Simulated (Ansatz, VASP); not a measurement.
# Two plane-wave programs on TiN

```xyz
2
Lattice="0.0000 2.1239 2.1239 2.1239 0.0000 2.1239 2.1239 2.1239 0.0000" Properties=species:S:1:pos:R:3 pbc="T T T"
Ti    2.1239    2.1239    2.1239
N     0.0000    0.0000    0.0000
```

Alike in both runs: task relaxation of cell and atoms; functional PBE; k mesh 18 × 18 × 18; occupations gaussian, width 0.1 eV; no spin polarisation.

|  | VASP | Ansatz |
| --- | --- | --- |
| version | VASP 6.6.1 | Ansatz 0.2.0 |
| potentials or method | VASP PAW PBE potentials, release 64 (Ti_sv, N), cutoff 600 eV | scalar-relativistic, plane waves, PAW |
| valence electrons in the cell | 17 | 17 |

|  | VASP | Ansatz | Ansatz less VASP |
| --- | --- | --- | --- |
| gap on the k mesh at the Fermi level, each at its own relaxed structure (eV) | none | none | - |
| relaxed volume (Å³/atom) | 9.59 | 9.58 | -0.010 |
| relaxed cell length with the largest relative difference (Å) | 3.004 | 3.003 | -0.0011 |

A gap of «none» marks a metal or a gap that the smearing closes.
